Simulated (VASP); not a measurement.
# ZrC2 in VASP: further runs

The runs below take ZrC2 through single point, relaxation of cell and atoms, with PBE.

All numbers are computed with VASP 6.6.1; they aren't measurements. Logs are shortened: lines on timing, memory, paths and dates and some standing lists are left out, and cuts for length are marked.

### 1 The cell of the first run

The typed cell holds 3 atoms: a = 3.101 Å, b = 3.101 Å, c = 3.423 Å, α = 90.00°, β = 90.00°, γ = 120.00°.

### 2 Single point, PBE (atoms taken out)

INCAR

```
PREC = Accurate ; ENCUT = 520
EDIFF = 1E-6 ; ISMEAR = 0
SIGMA = 0.1 ; LREAL = False
LASPH = True ; NELM = 100
ALGO = Normal ; ISIF = 2
LWAVE = False ; LCHARG = True
GGA = PE ; LELF = True
LVHAR = True ; NBANDS = 17
```

KPOINTS

```
Automatic mesh
0
Gamma
  6 6 4
```

POSCAR

```
ZrC2
1.0
    3.1006541293     -0.0000000027      0.0000000000
   -1.5503270623      2.6852452456      0.0000000000
    0.0000000000      0.0000000000      3.4234905126
Zr C
1 2
Direct
    0.0000000000      0.0000000000      0.0000000000
    0.3333333333      0.6666666667      0.4997747803
    0.6666666667      0.3333333333      0.5002252197
```

Potentials or basis: VASP PAW PBE potentials, release 64 (Zr_sv, C).

Launch:

```bash
$ cat potpaw_PBE.64/Zr_sv/POTCAR potpaw_PBE.64/C/POTCAR > POTCAR
$ mpirun -np 1 vasp_std > vasp.out
```

OUTCAR:

```text
PREC = Accurate
   ENCUT = 520
   EDIFF = 1E-6
   ISMEAR = 0
   LREAL = False
   LASPH = True
   NELM = 100
   ISIF = 2
   GGA = PE

 ion  position               nearest neighbor table
   1  0.000  0.000  0.000-   2 2.48   3 2.48   2 2.48   3 2.48   3 2.48   2 2.48   3 2.48   2 2.48
                             2 2.48   3 2.48   3 2.48   2 2.48
   2  0.333  0.667  0.500-   3 1.79   3 1.79   3 1.79   1 2.48   1 2.48   1 2.48   1 2.48   1 2.48
                             1 2.48
   3  0.667  0.333  0.500-   2 1.79   2 1.79   2 1.79   1 2.48   1 2.48   1 2.48   1 2.48   1 2.48
                             1 2.48

  LATTYP: Found a hexagonal cell.
 ALAT       =     3.1006541293
 C/A-ratio  =     1.1041187988

  Lattice vectors:

 A1 = (   3.1006541293,  -0.0000000027,   0.0000000000)
 A2 = (  -1.5503270623,   2.6852452456,   0.0000000000)
 A3 = (   0.0000000000,   0.0000000000,   3.4234905126)

Analysis of symmetry for initial positions (statically):
=====================================================================
 Subroutine PRICEL returns:
 Original cell was already a primitive cell.

 Routine SETGRP: Setting up the symmetry group for a
 hexagonal supercell.

 Subroutine GETGRP returns: Found 12 space group operations
 (whereof 12 operations were pure point group operations)
 out of a pool of 24 trial point group operations.

The static configuration has the point symmetry D_3d.

Analysis of symmetry for dynamics (positions and initial velocities):
=====================================================================
 Subroutine PRICEL returns:
 Original cell was already a primitive cell.

 Routine SETGRP: Setting up the symmetry group for a
 hexagonal supercell.

 Subroutine GETGRP returns: Found 12 space group operations
 (whereof 12 operations were pure point group operations)
 out of a pool of 24 trial point group operations.

The dynamic configuration has the point symmetry D_3d.

 Subroutine INISYM returns: Found 12 space group operations
 (whereof 12 operations are pure point group operations),
 and found     1 'primitive' translations

----------------------------------------------------------------------------------------

                                     Primitive cell

  volume of cell :      28.5040

  direct lattice vectors                    reciprocal lattice vectors
     3.100654129 -0.000000003  0.000000000     0.322512592  0.186202732  0.000000000
    -1.550327062  2.685245246  0.000000000     0.000000000  0.372405464  0.000000000
     0.000000000  0.000000000  3.423490513     0.000000000  0.000000000  0.292099539

  length of vectors
     3.100654129  3.100654129  3.423490513     0.372405464  0.372405464  0.292099539

  position of ions in fractional coordinates (direct lattice)
     0.000000000  0.000000000  0.000000000
     0.333333333  0.666666667  0.499774780
     0.666666667  0.333333333  0.500225220

  ion indices of the primitive-cell ions
   primitive index   ion index
                 1           1
                 2           2
                 3           3

----------------------------------------------------------------------------------------

 KPOINTS: Automatic mesh

Automatic generation of k-mesh.
 Grid dimensions read from file:
 generate k-points for:    6    6    4

 Generating k-lattice:

  Cartesian coordinates                     Fractional coordinates (reciprocal lattice)
     0.053752099  0.031033789  0.000000000     0.166666667  0.000000000  0.000000000
     0.000000000  0.062067577  0.000000000     0.000000000  0.166666667  0.000000000
     0.000000000  0.000000000  0.073024885     0.000000000  0.000000000  0.250000000

  Length of vectors
     0.062067577  0.062067577  0.073024885

  Shift w.r.t. Gamma in fractional coordinates (k-lattice)
     0.000000000  0.000000000  0.000000000

 Subroutine IBZKPT returns following result:
 ===========================================

 Found     24 irreducible k-points:

 Following reciprocal coordinates:
            Coordinates               Weight
  0.000000  0.000000  0.000000      1.000000
  0.166667 -0.000000  0.000000      6.000000
  0.333333 -0.000000  0.000000      6.000000
  0.500000  0.000000  0.000000      3.000000
  0.166667  0.166667  0.000000      6.000000
  0.333333  0.166667  0.000000     12.000000
[... 16 lines left out ...]
  0.333333  0.166667  0.500000     12.000000
  0.333333  0.333333  0.500000      2.000000
   k-points           NKPTS =     24   k-points in BZ     NKDIM =     24   number of bands    NBANDS=     17
   number of dos      NEDOS =    301   number of ions     NIONS =      3
   total plane-waves  NPLWV =  16128
   dimension x,y,z NGX =    24 NGY =   24 NGZ =   28
   dimension x,y,z NGXF=    48 NGYF=   48 NGZF=   56
   ions per type =               1   2
   NGX,Y,Z   is equivalent  to a cutoff of  12.87, 12.87, 13.60 a.u.
   NGXF,Y,Z  is equivalent  to a cutoff of  25.74, 25.74, 27.19 a.u.
 SYSTEM =  unknown system
[... 32 lines left out ...]
  Thomas-Fermi vector in A             =   2.571848
   LORBIT       =      0    0 simple, 1 ext, 2 COOP (PROOUT), +10 PAW based schemes
   GGA     = PE    functional components
   LHFCALC =     F    Hartree Fock is set to
   AEXX    =    0.0000 exact exchange contribution
   IVDW    =     0    specifies the selected vdW correction
   LEPSILON=     F    determine dielectric tensor
   LRPA    =     F    only Hartree local field effects (RPA)
 non-spin polarized calculation
 Gauss-broadening in eV      SIGMA  =   0.10
  energy-cutoff  :      520.00
  volume of cell :       28.50
 maximum number of plane-waves:       784
 NGX is ok and might be reduce to    24
   NGX = 11   NGY = 11   NGZ = 13

 number of electron      20.0000000 magnetization

 Free energy of the ion-electron system (eV)
  ---------------------------------------------------
  ext. energy  EPLUGINS =         0.00000000
  ---------------------------------------------------
  free energy    TOTEN  =       -24.62924890 eV

  energy without entropy =      -24.62291040  energy(sigma->0) =      -24.62607965

 E-fermi :  12.8514     XC(G=0): -13.0627

 val. band max:       12.7728449143   @ k =   0.3333   0.3333   0.0000
 cond. band min:      12.9135978764   @ k =   0.1667  -0.0000   0.2500
 fundamental gap:      0.1407529621
 Fermi energy:        12.8514330755

 k-point     1 :       0.0000    0.0000    0.0000
  band No.  band energies     occupation
      1     -36.6963      2.00000
      2     -14.7881      2.00000
      3     -14.2845      2.00000
      4     -14.2845      2.00000
      5      -4.8538      2.00000
      6       6.9040      2.00000
[... 9 lines left out ...]
     16      15.6835      0.00000
     17      15.8916      0.00000

 k-point     2 :       0.1667   -0.0000    0.0000
  band No.  band energies     occupation
      1     -36.6582      2.00000
      2     -14.7317      2.00000
      3     -14.6103      2.00000
      4     -14.3519      2.00000
      5      -4.2882      2.00000
      6       4.8230      2.00000
[... 9 lines left out ...]
     16      16.7619      0.00000
     17      17.2520      0.00000

 k-point     3 :       0.3333   -0.0000    0.0000
  band No.  band energies     occupation
      1     -36.5809      2.00000
      2     -15.2078      2.00000
      3     -14.6167      2.00000
      4     -14.4836      2.00000
      5      -2.8106      2.00000
      6       1.9502      2.00000
[... 9 lines left out ...]
     16      19.0663      0.00000
     17      20.2368      0.00000

 k-point     4 :       0.5000    0.0000    0.0000
  band No.  band energies     occupation
      1     -36.5417      2.00000
      2     -15.4851      2.00000
      3     -14.5581      2.00000
      4     -14.5480      2.00000
      5      -1.0407      2.00000
      6      -0.2785      2.00000
[... 9 lines left out ...]
     16      20.5479      0.00000
     17      21.4377      0.00000
[... 343 lines left out ...]
      1     -36.5718      2.00000
      2     -15.1491      2.00000
      3     -14.9015      2.00000
      4     -14.4592      2.00000
      5      -2.6940      2.00000
      6       2.9950      2.00000
[... 9 lines left out ...]
     16      19.0193      0.00000
     17      21.3812      0.00000

 k-point    23 :       0.3333    0.1667    0.5000
  band No.  band energies     occupation
      1     -36.5149      2.00000
      2     -15.2109      2.00000
      3     -14.9842      2.00000
      4     -14.6450      2.00000
      5      -2.0977      2.00000
      6       0.8421      2.00000
[... 9 lines left out ...]
     16      18.6493      0.00000
     17      21.3666      0.00000

 k-point    24 :       0.3333    0.3333    0.5000
  band No.  band energies     occupation
      1     -36.4958      2.00000
      2     -15.0166      2.00000
      3     -15.0166      2.00000
      4     -14.9293      2.00000
      5      -0.9174      2.00000
      6      -0.9174      2.00000
[... 9 lines left out ...]
     16      18.2631      0.00000
     17      19.4510      0.00000

------------------------ aborting loop because EDIFF is reached ----------------------------------------

  FORCE on cell =-STRESS in cart. coord.  units (eV):
  Direction    XX          YY          ZZ          XY          YZ          ZX
  --------------------------------------------------------------------------------------
  -------------------------------------------------------------------------------------
  Total       -0.0038246     -0.0038246     -0.0161121     -0.0000000     -0.0000000     -0.0000000
  in kB       -0.2149759     -0.2149759     -0.9056427     -0.0000000     -0.0000000     -0.0000000
  external PRESSURE =      -0.4451981 kB  Pullay stress =       0.0000000 kB

 VOLUME and BASIS-vectors are now :
 -----------------------------------------------------------------------------
  energy-cutoff  :      520.00
  volume of cell :       28.50
      direct lattice vectors                 reciprocal lattice vectors
     3.100654129 -0.000000003  0.000000000     0.322512592  0.186202732  0.000000000
    -1.550327062  2.685245246  0.000000000     0.000000000  0.372405464  0.000000000
     0.000000000  0.000000000  3.423490513     0.000000000  0.000000000  0.292099539

 POSITION                                       TOTAL-FORCE (eV/Angst)
 -----------------------------------------------------------------------------------
      0.00000      0.00000      0.00000         0.000000      0.000000      0.000000
      0.00000      1.79016      1.71097        -0.000000      0.000000      0.003460
      1.55033      0.89508      1.71252         0.000000      0.000000     -0.003460
 -----------------------------------------------------------------------------------
    total drift:                                0.000000     -0.000000     -0.000000

  FREE ENERGIE OF THE ION-ELECTRON SYSTEM (eV)
  ---------------------------------------------------
  free  energy   TOTEN  =       -24.6292489024 eV

  energy  without entropy=      -24.6229103999  energy(sigma->0) =      -24.62607965
```

It took 6 s on 1 thread of AMD EPYC 9R45 (Zen 5), shared host; peak memory 0.12 GiB.

What came out:

* Free energy: -24.6292 eV
* Pressure: 0.0 GPa
* Largest force: 0.003 eV/Å
* Band gap on the k mesh: zero (bands 10 and 11 overlap by 4.19 eV)

Forces on the atoms (eV/Å):
```
Zr   0.000  0.000  0.000
C    0.000  0.000  0.003
C    0.000  0.000 -0.003
```

Caveat: the k points lie up to 0.46 Å⁻¹ apart, too coarse for converged energies and pressures of a metal; the cell differs from its parent crystal (atoms taken out).

### 3 Single point, PBE (atoms taken out)

INCAR

```
SYSTEM = ZrC2
PREC     = Accurate       ! precision mode
ENCUT    = 520            ! plane-wave cutoff, eV
EDIFF    = 1E-6           ! SCF threshold, eV
ISMEAR   = 0              ! smearing method
SIGMA    = 0.1            ! smearing width, eV
LREAL    = .FALSE.        ! projectors in reciprocal space
LASPH    = .TRUE.         ! aspherical terms in the spheres
NELM     = 80             ! most SCF steps
ALGO     = Normal         ! electronic algorithm
ISIF     = 2              ! what is computed and relaxed
LWAVE    = .FALSE.        ! write WAVECAR
LCHARG   = .TRUE.         ! write CHGCAR
GGA      = PE             ! functional
LELF     = .TRUE.         ! ELF
LVHAR    = .TRUE.       
NBANDS   = 17             ! bands
```

KPOINTS

```
regular mesh
0
G
  6 6 6
  0 0 0
```

POSCAR

```
ZrC2
1.0
    3.2308088825      0.0000000000      0.0000000000
   -1.6154044412      2.7979625670      0.0000000000
    0.0000000000      0.0000000000      3.2679875629
Zr C
1 2
Direct
    0.0000000000      0.0000000000      0.0000000000
    0.3333333333      0.6666666667      0.5000000000
    0.6666666667      0.3333333333      0.5000000000
```

Potentials or basis: VASP PAW PBE potentials, release 64 (Zr_sv, C).

Launch:

```bash
$ cat potpaw_PBE.64/Zr_sv/POTCAR potpaw_PBE.64/C/POTCAR > POTCAR
$ mpirun -np 1 vasp_std > vasp.out
```

Run time: 6.4 s. Hardware: 1 thread of AMD EPYC 9R45 (Zen 5), shared host; peak memory 0.11 GiB.

It converged, with:

```
Free energy            : -24.6426 eV
Pressure               : 0.3 GPa
Band gap on the k mesh : zero (bands 10 and 11 overlap by 4.33 eV)
```

Stress tensor (GPa, compression positive):
```
0.23 0.00 0.00
0.00 0.23 0.00
0.00 0.00 0.55
```

Levels at points of the mesh, in eV from the Fermi level:
| k point | band 8 | band 9 | band 10 | band 11 | band 12 | band 13 |
| --- | --- | --- | --- | --- | --- | --- |
| (0.00, 0.00, 0.00) | -4.18 | -3.14 | -3.13 | 1.82 | 1.82 | 2.84 |
| (0.50, 0.00, 0.00) | -5.21 | -4.37 | -0.56 | 1.91 | 2.70 | 2.95 |
| (0.00, 0.00, 0.50) | -4.60 | -2.22 | -2.01 | -2.01 | -0.06 | -0.06 |
| (0.50, 0.00, 0.50) | -5.79 | -4.27 | -0.49 | 4.01 | 4.13 | 5.05 |

Caveat: the k points lie up to 0.37 Å⁻¹ apart, too coarse for converged energies and pressures of a metal; the cell differs from its parent crystal (atoms taken out).

### 4 Relaxation of cell and atoms, PBE (atoms taken out)

INCAR

```
PREC = Accurate
ENCUT = 600
EDIFF = 1E-6
ISMEAR = 0
SIGMA = 0.1
LREAL = F
LASPH = T
NELM = 60
ALGO = Normal
ISIF = 3
LWAVE = F
LCHARG = F
GGA = PE
IBRION = 2
NSW = 90
EDIFFG = -0.04
```

KPOINTS

```
regular mesh
0
Gamma
  6 6 6
```

POSCAR

```
ZrC2
1.0
    3.1006541293      0.0000000000      0.0000000000
   -1.5503270646      2.6852452443      0.0000000000
    0.0000000000      0.0000000000      3.4234905126
Zr C
1 2
Direct
    0.0000000000      0.0000000000      0.0000000000
    0.3333333333      0.6666666667      0.5000000000
    0.6666666667      0.3333333333      0.5000000000
```

Launch:

```bash
$ cat potpaw_PBE.64/Zr_sv/POTCAR potpaw_PBE.64/C/POTCAR > POTCAR
$ mpirun -np 1 vasp_std > vasp.out
```

Wall time 21 s (1 thread of AMD EPYC 9R45 (Zen 5), shared host); peak memory 0.14 GiB.

It converged, with:

```
Free energy                           : -24.6426 eV
Relaxed volume                        : 9.87 Å³/atom
Relaxed cell                          : a = 3.233 Å, b = 3.233 Å, c = 3.272 Å, α = 90.00°, β = 90.00°, γ = 120.00°
Space group after relaxing (to 0.1 Å) : P6/mmm (No. 191)
Energy gained by relaxing             : 13.4 meV/atom
Ionic steps                           : 4
Pressure after relaxing               : -0.3 GPa
Band gap on the k mesh                : zero (bands 10 and 11 overlap by 4.31 eV)
```

Stress tensor (GPa, compression positive):
```
-0.23  0.00  0.00
 0.00 -0.23  0.00
 0.00  0.00 -0.37
```

Step by step:
```
step  energy change (eV)  largest force (eV/Å)  pressure (GPa)  volume (Å³)
   1              0.0000                0.0000            1.19        28.50
   2             -0.0189                0.0000            0.49        28.79
   3             -0.0312                0.0000           -0.22        29.07
   4             -0.0403                0.0000           -0.28        29.62
```

Final structure:
```cif
data_structure
_symmetry_space_group_name_H-M 'P 1'
_symmetry_Int_Tables_number 1
_cell_length_a 3.2329
_cell_length_b 3.2329
_cell_length_c 3.2721
_cell_angle_alpha 90.000
_cell_angle_beta 90.000
_cell_angle_gamma 120.000
_cell_volume 29.62
loop_
_atom_site_label
_atom_site_type_symbol
_atom_site_fract_x
_atom_site_fract_y
_atom_site_fract_z
_atom_site_occupancy
Zr1 Zr 0.00000 0.00000 0.00000 1
C1 C 0.33333 0.66667 0.50000 1
C2 C 0.66667 0.33333 0.50000 1
```

Levels at points of the mesh, in eV from the Fermi level:
```
           k point  band 6  band 7  band 8  band 9  band 10  band 11  band 12  band 13  band 14
(0.00, 0.00, 0.00)   -5.78   -5.78   -4.18   -3.14    -3.13     1.82     1.82     3.07     3.07
(0.50, 0.00, 0.00)  -12.50   -6.12   -5.20   -4.36    -0.56     1.90     2.68     2.95     3.42
(0.00, 0.00, 0.50)   -8.55   -4.59   -4.59   -2.23    -2.00    -2.00    -0.06    -0.06     0.90
(0.50, 0.00, 0.50)  -10.91   -7.46   -5.78   -4.27    -0.49     3.99     4.12     5.02     5.23
```

Caveat: the k points lie up to 0.37 Å⁻¹ apart in the final cell, too coarse for converged energies and pressures of a metal; the cell differs from its parent crystal (atoms taken out).

### 5 Single point, PBE, collinear spin (atoms taken out)

INCAR

```
PREC = Accurate
ENCUT = 520
EDIFF = 1E-6
ISMEAR = 0
SIGMA = 0.1
LREAL = False
LASPH = True
NELM = 150
ALGO = Normal
ISIF = 2
LWAVE = False
LCHARG = False
ISPIN = 2
MAGMOM = 1 0 0
LORBIT = 11
LMAXMIX = 4
GGA = PE
NBANDS = 21
```

KPOINTS is that of step 4.

POSCAR

```
ZrC2
1.0
    3.2308088825      0.0000000000      0.0000000000
   -1.6154044412      2.7979625670      0.0000000000
    0.0000000000      0.0000000000      3.2679875629
Zr C
1 2
Direct
    0.0000000000      0.0000000000      0.0000000000
    0.3333333333      0.6666666667      0.5000000000
    0.6666666667      0.3333333333      0.5000000000
```

Launch:

```bash
$ cat potpaw_PBE.64/Zr_sv/POTCAR potpaw_PBE.64/C/POTCAR > POTCAR
$ mpirun -np 1 vasp_std > vasp.out
```

Wall time 12 s (1 thread of AMD EPYC 9R45 (Zen 5), shared host); peak memory 0.13 GiB.

Results (log left out):

```yaml
Free_energy: -24.6426 eV
Pressure: 0.3 GPa
Band_gap_on_the_k_mesh: zero (filled and empty bands overlap)
Net_moment: 0.00 μB per cell
Valence_electrons_inside_the_program's_atomic_spheres: Zr 9.90; C 2.27
```

Stress tensor (GPa, compression positive):
```
0.22 0.00 0.00
0.00 0.22 0.00
0.00 0.00 0.55
```

Levels at points of the mesh, in eV from the Fermi level:
Spin up:
```tsv
k point	band 7	band 8	band 9	band 10	band 11	band 12	band 13	band 14
(0.00, 0.00, 0.00)	-5.80	-4.18	-3.14	-3.13	1.82	1.82	2.84	2.84
(0.50, 0.00, 0.00)	-6.13	-5.21	-4.37	-0.56	1.91	2.70	2.95	3.42
(0.00, 0.00, 0.50)	-4.60	-4.60	-2.22	-2.01	-2.01	-0.06	-0.06	0.89
(0.50, 0.00, 0.50)	-7.48	-5.79	-4.27	-0.49	4.01	4.13	5.05	5.25
```
Spin down:
| k point | band 7 | band 8 | band 9 | band 10 | band 11 | band 12 | band 13 | band 14 |
| --- | --- | --- | --- | --- | --- | --- | --- | --- |
| (0.00, 0.00, 0.00) | -5.80 | -4.18 | -3.14 | -3.13 | 1.82 | 1.82 | 2.84 | 2.84 |
| (0.50, 0.00, 0.00) | -6.13 | -5.21 | -4.37 | -0.56 | 1.91 | 2.70 | 2.95 | 3.42 |
| (0.00, 0.00, 0.50) | -4.60 | -4.60 | -2.22 | -2.01 | -2.01 | -0.06 | -0.06 | 0.89 |
| (0.50, 0.00, 0.50) | -7.48 | -5.79 | -4.28 | -0.49 | 4.01 | 4.13 | 5.05 | 5.24 |

Caveat: the k points lie up to 0.37 Å⁻¹ apart, too coarse for converged energies and pressures of a metal; the cell differs from its parent crystal (atoms taken out).

### 6 Overview

```tsv
task	spin	cell	k mesh	cutoff (eV)	gap on the mesh (eV)	pressure (GPa)
single point	off	a = 3.101, b = 3.101, c = 3.423 Å, angles 90.0, 90.0, 120.0°, 3 atoms, atomic positions A	6 × 6 × 4	520	none	0.0
single point	off	a = 3.231, b = 3.231, c = 3.268 Å, angles 90.0, 90.0, 120.0°, 3 atoms, atomic positions B	6 × 6 × 6	520	none	0.3
relaxation of cell and atoms	off	relaxed from a = 3.101, b = 3.101, c = 3.423 Å, angles 90.0, 90.0, 120.0°, 3 atoms, atomic positions B	6 × 6 × 6	600	none	-0.3
single point	collinear	a = 3.231, b = 3.231, c = 3.268 Å, angles 90.0, 90.0, 120.0°, 3 atoms, atomic positions B	6 × 6 × 6	520	none	0.3
```

Alike in all rows: level PBE; potentials or basis VASP PAW PBE potentials, release 64 (Zr_sv, C); smearing gaussian 0.1 eV.

Caveats: all runs use coarse meshes.

Absolute energies hang on the potentials; compare differences alone.

The gap in the log of VASP goes by the Fermi energy; the results here count the filled bands.